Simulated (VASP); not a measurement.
Crystal: TiO2.

```
Ti O
1.0
     3.38852    0.00000    0.00000
     0.00000    3.38852    0.00000
     0.00000    0.00000    5.34199
Ti O
2 4
Direct
  0.00000 0.00000 0.00000
  0.50000 0.50000 0.50000
  0.00000 0.50000 0.34319
  0.00000 0.50000 0.84319
  0.50000 0.00000 0.65681
  0.50000 0.00000 0.15681
```

* Program: VASP 6.6.1
* Task: relaxation of cell and atoms
* Functional: PBEsol
* Potentials or basis: VASP PAW PBE potentials, release 64 (Ti_sv, O)
* Cutoff: 600 eV
* k mesh: 8 × 8 × 4
* Occupations: fermi-dirac, width 0.02 eV
* Spin: no spin polarisation

At the start: pressure -6.5 GPa; volume 10.22 Å³/atom.

Task: How do energy, volume and symmetry change on relaxing?

Result: Over 10 steps the energy falls by 13.2 meV/atom and the volume is 9.65 Å³/atom (-5.6 %); space group P4_2/nmc (No. 137, to 0.1 Å) before and after.

The path:
| step | energy change (eV) | largest force (eV/Å) | pressure (GPa) | volume (Å³) |
| --- | --- | --- | --- | --- |
| 1 | 0.0000 | 0.0055 | -6.52 | 61.34 |
| 2 | 0.0105 | 0.5154 | 8.29 | 57.72 |
| 3 | -0.0364 | 0.2299 | -0.01 | 59.60 |
| 4 | -0.0499 | 0.2039 | 0.02 | 59.27 |
| 5 | -0.0738 | 0.1390 | 0.49 | 58.25 |
| 6 | -0.0753 | 0.1160 | 0.83 | 57.84 |
| 7 | -0.0751 | 0.0931 | -2.19 | 58.30 |
| 8 | -0.0782 | 0.0124 | -0.69 | 58.06 |
| 9 | -0.0778 | 0.0168 | 0.85 | 57.68 |
| 10 | -0.0790 | 0.0011 | 0.06 | 57.89 |

Final structure:
```
CELL_PARAMETERS angstrom
3.36464 0.00000 0.00000
0.00000 3.36464 0.00000
0.00000 0.00000 5.11341
ATOMIC_POSITIONS crystal
Ti 0.00000 0.00000 0.00000
Ti 0.50000 0.50000 0.50000
O 0.00000 0.50000 0.33134
O 0.00000 0.50000 0.83134
O 0.50000 0.00000 0.66866
O 0.50000 0.00000 0.16866
```

Caveat: the PAW data sets were made with another functional, which shifts forces and pressure a little.
